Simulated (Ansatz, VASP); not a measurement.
Ti2C: VASP beside Ansatz

```xyz
3
Lattice="1.5407 0.8895 4.8138 -1.5407 0.8895 4.8138 0.0000 -1.7790 4.8138" Properties=species:S:1:pos:R:3 pbc="T T T"
Ti    0.0000    0.0000    3.5453
Ti    0.0000    0.0000   10.8960
C     0.0000    0.0000    7.2207
```

Alike in both runs: task single point; functional PBEsol; k mesh 18 × 18 × 18; occupations gaussian, width 0.1 eV; no spin polarisation.

|  | VASP | Ansatz |
| --- | --- | --- |
| version | VASP 6.6.1 | Ansatz 0.2.0 |
| potentials or method | VASP PAW PBE potentials, release 64 (Ti_sv, C), cutoff 520 eV | scalar-relativistic, plane waves, PAW |
| valence electrons in the cell | 28 | 28 |

```csv
,VASP,Ansatz,Ansatz less VASP
gap on the k mesh at the Fermi level (eV),none,none,-
pressure (GPa),-4.5,-4.7,-0.15
"traceless stress, the component that is largest in VASP (GPa)",0.37,0.39,+0.023
rms of the force components (eV/Å),0.082,0.094,+0.0115
```

VASP's potentials were made for PBE, not for PBEsol. Atom by atom the forces differ by 0.011 eV/Å (rms over components). A gap of «none» marks a metal or a gap that the smearing closes. With one functional, cell and mesh, what is left measures potentials, basis and numerics.
